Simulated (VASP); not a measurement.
Runs of VASP 6.6.1 on SiC. The structure is that of space group F-43m (No. 216), or close to it. The cells are those of the table. 

```csv
level,cell,k mesh,cutoff (eV),gap on the mesh (eV),pressure (GPa)
r2SCAN,"a = 3.080 Å, angles 60.0°, 2 atoms",10 × 10 × 10,660,(b),-0.4
PBE,"a = 3.095 Å, angles 60.0°, 2 atoms",8 × 8 × 8,600,1.37,(c)
r2SCAN,"a = 3.071 Å, angles 60.0°, 2 atoms",10 × 10 × 10,660,1.72,(a)
r2SCAN,"a = 3.099 Å, angles 60.0°, 2 atoms",10 × 10 × 10,660,1.74,-4.3
PBE,"a = 3.099 Å, angles 60.0°, 2 atoms",8 × 8 × 8,600,1.37,-0.6
```

Alike in all rows: task single point; potentials or basis VASP PAW PBE potentials, release 64 (Si, C); no spin polarisation; smearing gaussian 0.05 eV.

Question: Estimate the missing entries.

Answer: (a) 1.6; (b) 1.73; (c) 0.3.

Caveats: the PAW data sets were made with another functional, which shifts forces and pressure a little (at least some runs); the cell stands under tension (at least some runs).

A k mesh can miss the band edges.
